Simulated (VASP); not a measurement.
Runs of VASP 6.6.1 on CoSi2. The structure is that of space group I4/mmm (No. 139), or close to it. The cells are those of the table. 

```csv
cell,gap on the mesh (eV),pressure (GPa)
"a = 3.799, b = 3.799, c = 5.153 Å, 6 atoms",none,1.8
"a = 3.799, b = 3.799, c = 5.073 Å, 6 atoms",none,(a)
"a = 3.785, b = 3.785, c = 5.153 Å, 6 atoms",none,3.4
"a = 3.821, b = 3.821, c = 5.073 Å, 6 atoms",none,2.8
```

Alike in all rows: task single point; level PBEsol; potentials or basis VASP PAW PBE potentials, release 64 (Co, Si); no spin polarisation; k mesh 10 × 10 × 8; cutoff (eV) 520; smearing gaussian 0.1 eV.

Problem. Fill in the values left out.

Solution. (a) 5.2.

Caveats: the PAW data sets were made with another functional, which shifts forces and pressure a little; the run has no spin polarisation, though such a crystal can be magnetic; the stress differs along the axes, from 0 to 5 GPa (at least some runs); the stress differs along the axes, from 3 to 10 GPa (at least some runs); the cell stands under pressure (at least some runs); the stress differs along the axes, from 0 to 8 GPa (at least some runs).

A gap of «none» marks levels without a gap at the run's occupations.
